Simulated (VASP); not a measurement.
# CsW3 (Im-3m) in VASP: single point with PBE

Aim: the single point of CsW3 with PBE.

Everything below comes from runs of VASP 6.6.1. Logs are shortened: lines on timing, memory, paths and dates and some standing lists are left out, and cuts for length are marked.

**1. The cell of the first run**

The structure is cubic, space group Im-3m (No. 229). The conventional cell has a = 5.502 Å, b = 5.502 Å, c = 5.502 Å, α = 90.00°, β = 90.00°, γ = 90.00°. Within 3.6 Å of Cs (site symmetry m-3m) lie 6 W at 2.75 Å. W (site symmetry 4/mmm) has 2 Cs at 2.75 Å and 4 W at 2.75 Å within 3.6 Å.

**2. Single point, PBE**

Contents of POSCAR:

```
CsW3
1.0
   -2.7509062752      2.7509062752      2.7509062752
    2.7509062752     -2.7509062752      2.7509062752
    2.7509062752      2.7509062752     -2.7509062752
Cs W
1 3
Direct
    0.0000000000      0.0000000000      0.0000000000
    0.0000000000      0.5000000000      0.5000000000
    0.5000000000      0.0000000000      0.5000000000
    0.5000000000      0.5000000000      0.0000000000
```

Contents of INCAR.step1:

```
SYSTEM = CsW3
ALGO = Normal ; EDIFF = 1E-6
ENCUT = 520 ; GGA = PE
ISIF = 2 ; ISMEAR = 0
LASPH = .TRUE. ; LCHARG = .TRUE.
LMAXMIX = 4 ; LREAL = .FALSE.
LWAVE = .FALSE. ; NBANDS = 34
NELM = 100 ; PREC = Accurate
SIGMA = 0.1
```

Contents of KPOINTS.step1:

```
k-points
0
G
  12 12 12
  0 0 0
```

Contents of INCAR.step2:

```
SYSTEM = CsW3
ALGO = Normal ; EDIFF = 1E-6
ENCUT = 520 ; GGA = PE
ICHARG = 11 ; ISIF = 2
ISMEAR = -5 ; LASPH = .TRUE.
LCHARG = .FALSE. ; LMAXMIX = 4
LORBIT = 10 ; LREAL = .FALSE.
LWAVE = .FALSE. ; NEDOS = 2001
NELM = 100 ; PREC = Accurate
SIGMA = 0.1
```

Contents of KPOINTS.step2:

```
k-points
0
G
  18 18 18
  0 0 0
```

Potentials or basis: VASP PAW PBE potentials, release 64 (Cs_sv, W_sv).

The run is started by

```bash
$ cat potpaw_PBE.64/Cs_sv/POTCAR potpaw_PBE.64/W_sv/POTCAR > POTCAR
$ cp INCAR.step1 INCAR
$ cp KPOINTS.step1 KPOINTS
$ mpirun -np 1 vasp_std > vasp.out
$ cp INCAR.step2 INCAR
$ cp KPOINTS.step2 KPOINTS
$ mpirun -np 1 vasp_std > vasp.out
```

OUTCAR:

```text
SYSTEM = CsW3
   EDIFF = 1E-6
   ENCUT = 520
   GGA = PE
   ICHARG = 11
   ISIF = 2
   ISMEAR = -5
   LASPH = .TRUE.
   LORBIT = 10
   LREAL = .FALSE.
   NELM = 100
   PREC = Accurate

 ion  position               nearest neighbor table
   1  0.000  0.000  0.000-   2 2.75   3 2.75   4 2.75   2 2.75   3 2.75   4 2.75
   2  0.000  0.500  0.500-   1 2.75   3 2.75   4 2.75   1 2.75   4 2.75   3 2.75
   3  0.500  0.000  0.500-   1 2.75   2 2.75   4 2.75   4 2.75   1 2.75   2 2.75
   4  0.500  0.500  0.000-   1 2.75   2 2.75   3 2.75   3 2.75   2 2.75   1 2.75

  LATTYP: Found a body centered cubic cell.
 ALAT       =     5.5018125504

  Lattice vectors:

 A1 = (  -2.7509062752,   2.7509062752,   2.7509062752)
 A2 = (   2.7509062752,  -2.7509062752,   2.7509062752)
 A3 = (   2.7509062752,   2.7509062752,  -2.7509062752)

Analysis of symmetry for initial positions (statically):
=====================================================================
 Subroutine PRICEL returns:
 Original cell was already a primitive cell.

 Routine SETGRP: Setting up the symmetry group for a
 body centered cubic supercell.

 Subroutine GETGRP returns: Found 48 space group operations
 (whereof 48 operations were pure point group operations)
 out of a pool of 48 trial point group operations.

The static configuration has the point symmetry O_h .

Analysis of symmetry for dynamics (positions and initial velocities):
=====================================================================
 Subroutine PRICEL returns:
 Original cell was already a primitive cell.

 Routine SETGRP: Setting up the symmetry group for a
 body centered cubic supercell.

 Subroutine GETGRP returns: Found 48 space group operations
 (whereof 48 operations were pure point group operations)
 out of a pool of 48 trial point group operations.

The dynamic configuration has the point symmetry O_h .

 Subroutine INISYM returns: Found 48 space group operations
 (whereof 48 operations are pure point group operations),
 and found     1 'primitive' translations

----------------------------------------------------------------------------------------

                                     Primitive cell

  volume of cell :      83.2698

  direct lattice vectors                    reciprocal lattice vectors
    -2.750906275  2.750906275  2.750906275     0.000000000  0.181758283  0.181758283
     2.750906275 -2.750906275  2.750906275     0.181758283  0.000000000  0.181758283
     2.750906275  2.750906275 -2.750906275     0.181758283  0.181758283  0.000000000

  length of vectors
     4.764709436  4.764709436  4.764709436     0.257045028  0.257045028  0.257045028

  position of ions in fractional coordinates (direct lattice)
     0.000000000  0.000000000  0.000000000
     0.000000000  0.500000000  0.500000000
     0.500000000  0.000000000  0.500000000
     0.500000000  0.500000000  0.000000000

  ion indices of the primitive-cell ions
   primitive index   ion index
                 1           1
                 2           2
                 3           3
                 4           4

----------------------------------------------------------------------------------------

 KPOINTS: k-points

Automatic generation of k-mesh.
 Grid dimensions read from file:
 generate k-points for:   18   18   18

 Generating k-lattice:

  Cartesian coordinates                     Fractional coordinates (reciprocal lattice)
     0.000000000  0.010097682  0.010097682     0.055555556  0.000000000  0.000000000
     0.010097682  0.000000000  0.010097682     0.000000000  0.055555556  0.000000000
     0.010097682  0.010097682  0.000000000     0.000000000  0.000000000  0.055555556

  Length of vectors
     0.014280279  0.014280279  0.014280279

  Shift w.r.t. Gamma in fractional coordinates (k-lattice)
     0.000000000  0.000000000  0.000000000

 TETIRR: Found   6794 inequivalent tetrahedra from    34992

 Subroutine IBZKPT returns following result:
 ===========================================

 Found    195 irreducible k-points:

 Following reciprocal coordinates:
            Coordinates               Weight
  0.000000  0.000000  0.000000      1.000000
  0.055556  0.000000  0.000000     12.000000
  0.111111  0.000000  0.000000     12.000000
  0.166667  0.000000  0.000000     12.000000
  0.222222  0.000000  0.000000     12.000000
  0.277778  0.000000  0.000000     12.000000
[... 16 lines left out ...]
  0.333333  0.111111  0.000000     48.000000
  0.388889  0.111111  0.000000     48.000000
 [... further k-points ...]
   k-points           NKPTS =    195   k-points in BZ     NKDIM =    195   number of bands    NBANDS=     30
   number of dos      NEDOS =   2001   number of ions     NIONS =      4
   total plane-waves  NPLWV =  46656
   dimension x,y,z NGX =    36 NGY =   36 NGZ =   36
   dimension x,y,z NGXF=    72 NGYF=   72 NGZF=   72
   ions per type =               1   3
   NGX,Y,Z   is equivalent  to a cutoff of  12.56, 12.56, 12.56 a.u.
   NGXF,Y,Z  is equivalent  to a cutoff of  25.12, 25.12, 25.12 a.u.
 SYSTEM =  CsW3
   PREC   = accura    normal or accurate (medium, high low for compatibility)
   ISTART =      0    job   : 0-new  1-cont  2-samecut
   ICHARG =     11    charge: 1-file 2-atom 10-const
   ISPIN  =      1    spin polarized calculation?
   LNONCOLLINEAR =      F non collinear calculations
   LSORBIT =      F    spin-orbit coupling
   LASPH  =      T    aspherical Exc in radial PAW
   ENCUT  =  520.0 eV  38.22 Ry    6.18 a.u.   8.86  8.86  8.86*2*pi/ulx,y,z
   NELM   =    100;   NELMIN=  2; NELMDL=  0     # of ELM steps
   EDIFF  = 0.1E-05   stopping-criterion for ELM
   LREAL  =      F    real-space projection
   EDIFFG = 0.1E-04   stopping-criterion for IOM
   NSW    =      0    number of steps for IOM
   IBRION =     -1    ionic relax: 0-MD 1-quasi-New 2-CG
   NFREE  =      0    steps in history (QN), initial steepest desc. (CG)
   ISIF   =      2    stress and relaxation
   ISYM   =      2    0-nonsym 1-usesym 2-fastsym
   POTIM  = 0.5000    time-step for ionic-motion
   TEBEG  =    0.0;   TEEND  =   0.0 temperature during run
   PSTRESS=    0.0 pullay stress
   NELECT =      51.0000    total number of electrons
   NUPDOWN=      -1.0000    fix difference up-down
   EMIN   =  10.00;   EMAX   =-10.00  energy-range for DOS
   EFERMI =   0.00;   METHOD = LEGACY
   ISMEAR =    -5;   SIGMA  =   0.10  broadening in eV -4-tet -1-fermi 0-gaus
   EFERMI_NEDOS =   21; number of points for ismear=-14 and -15
   IALGO  =     38    algorithm
   IMIX   =      4    mixing-type and parameters
     AMIX     =   0.40;   BMIX     =  1.00
     AMIX_MAG =   1.60;   BMIX_MAG =  1.00
  volume/ion in A,a.u.               =      20.82       140.48
  Fermi-wavevector in a.u.,A,eV,Ry     =   1.390281  2.627249 26.298427  1.932880
  Thomas-Fermi vector in A             =   2.514231
   LORBIT       =     10    0 simple, 1 ext, 2 COOP (PROOUT), +10 PAW based schemes
   GGA     = PE    functional components
   LHFCALC =     F    Hartree Fock is set to
   AEXX    =    0.0000 exact exchange contribution
   IVDW    =     0    specifies the selected vdW correction
   LEPSILON=     F    determine dielectric tensor
   LRPA    =     F    only Hartree local field effects (RPA)
 non-spin polarized calculation
 Fermi weights with tetrahedron method with Bloechl corrections
  energy-cutoff  :      520.00
  volume of cell :       83.27
 maximum number of plane-waves:      2274

 number of electron      50.9999991 magnetization

 Free energy of the ion-electron system (eV)
  ---------------------------------------------------
  ext. energy  EPLUGINS =         0.00000000
  ---------------------------------------------------
  free energy    TOTEN  =       -28.23309204 eV

  energy without entropy =      -28.23309204  energy(sigma->0) =      -28.23309204

 E-fermi :   7.7346     XC(G=0): -12.0535

 val. band max:        7.7706476952   @ k =  -0.2222   0.3889   0.0556
 cond. band min:       7.7089613850   @ k =  -0.2778   0.2778   0.1667
 fundamental gap:     -0.0616863102
 Fermi energy:         7.7346012717

 k-point     1 :       0.0000    0.0000    0.0000
  band No.  band energies     occupation
      1     -66.2441      2.00000
      2     -66.1614      2.00000
      3     -66.1614      2.00000
      4     -30.6866      2.00000
      5     -30.6866      2.00000
      6     -30.6866      2.00000
[... 22 lines left out ...]
     29      10.6718      0.00000
     30      10.6718      0.00000

 k-point     2 :       0.0556    0.0000    0.0000
  band No.  band energies     occupation
      1     -66.2435      2.00000
      2     -66.1620      2.00000
      3     -66.1614      2.00000
      4     -30.6867      2.00000
      5     -30.6811      2.00000
      6     -30.6807      2.00000
[... 22 lines left out ...]
     29      10.5428      0.00000
     30      10.6138      0.00000

 k-point     3 :       0.1111    0.0000    0.0000
  band No.  band energies     occupation
      1     -66.2418      2.00000
      2     -66.1636      2.00000
      3     -66.1615      2.00000
      4     -30.6869      2.00000
      5     -30.6819      2.00000
      6     -30.6784      2.00000
[... 22 lines left out ...]
     29      10.2009      0.00000
     30      10.4370      0.00000

 k-point     4 :       0.1667    0.0000    0.0000
  band No.  band energies     occupation
      1     -66.2391      2.00000
      2     -66.1663      2.00000
      3     -66.1615      2.00000
      4     -30.6872      2.00000
      5     -30.6856      2.00000
      6     -30.6781      2.00000
[... 616 lines left out ...]
     29       9.1864      0.00000
     30       9.6796      0.00000

 k-point    23 :       0.3333    0.1111    0.0000
  band No.  band energies     occupation
      1     -66.2202      2.00000
      2     -66.1850      2.00000
      3     -66.1617      2.00000
      4     -30.7057      2.00000
      5     -30.6826      2.00000
      6     -30.6682      2.00000
[... 22 lines left out ...]
     29       9.2209      0.00000
     30       9.4943      0.00000

 k-point    24 :       0.3889    0.1111    0.0000
  band No.  band energies     occupation
      1     -66.2162      2.00000
      2     -66.1890      2.00000
      3     -66.1618      2.00000
      4     -30.7081      2.00000
      5     -30.6831      2.00000
      6     -30.6671      2.00000
[... 22 lines left out ...]
     29       9.0539      0.00000
     30       9.8629      0.00000

 [... further k-points ...]
[... 5 lines left out ...]
  --------------------------------------------------------------------------------------
  -------------------------------------------------------------------------------------
  Total        0.9093181      0.9093181      0.9093181     -0.0000000     -0.0000000     -0.0000000
  in kB       17.4960105     17.4960105     17.4960105     -0.0000000     -0.0000000     -0.0000000
  external PRESSURE =      17.4960105 kB  Pullay stress =       0.0000000 kB

 VOLUME and BASIS-vectors are now :
 -----------------------------------------------------------------------------
  energy-cutoff  :      520.00
  volume of cell :       83.27
      direct lattice vectors                 reciprocal lattice vectors
    -2.750906275  2.750906275  2.750906275     0.000000000  0.181758283  0.181758283
     2.750906275 -2.750906275  2.750906275     0.181758283  0.000000000  0.181758283
     2.750906275  2.750906275 -2.750906275     0.181758283  0.181758283  0.000000000

 POSITION                                       TOTAL-FORCE (eV/Angst)
 -----------------------------------------------------------------------------------
      0.00000      0.00000      0.00000        -0.000000      0.000000     -0.000000
      2.75091      0.00000      0.00000         0.000000      0.000000      0.000000
      0.00000      2.75091      0.00000        -0.000000      0.000000      0.000000
      0.00000      0.00000      2.75091         0.000000     -0.000000     -0.000000
 -----------------------------------------------------------------------------------
    total drift:                                0.000000      0.000000     -0.000000

  FREE ENERGIE OF THE ION-ELECTRON SYSTEM (eV)
  ---------------------------------------------------
  free  energy   TOTEN  =       -28.2330920401 eV

  energy  without entropy=      -28.2330920401  energy(sigma->0) =      -28.23309204

 total charge

# of ion       s       p       d       tot
------------------------------------------
    1        1.826   4.363   0.660   6.849
    2        2.432   6.170   3.370  11.972
    3        2.432   6.170   3.370  11.972
    4        2.432   6.170   3.370  11.972
--------------------------------------------------
tot          9.122  22.873  10.770  42.764
```

It took 4 min on 1 thread of Intel Xeon 6975P-C (Granite Rapids), shared host; peak memory 0.49 GiB.

What came out:

| Item | Value |
| --- | --- |
| Valence electrons inside the program's atomic spheres | Cs 6.85; W 11.97 |

Levels at points of the mesh, in eV from the Fermi level:
```csv
k point,band 22,band 23,band 24,band 25,band 26,band 27,band 28,band 29,band 30
"(0.00, 0.00, 0.00)",-3.18,-1.27,-1.27,0.35,1.37,1.37,1.37,2.94,2.94
"(0.50, 0.00, 0.00)",-1.45,-1.21,-1.13,-0.59,-0.41,-0.31,0.41,1.01,2.32
"(0.50, 0.50, 0.50)",-2.60,-1.51,-1.51,0.38,0.74,0.74,0.74,2.14,2.14
```

Caveat: spin-orbit coupling is left out, which moves the levels of the heavy elements.
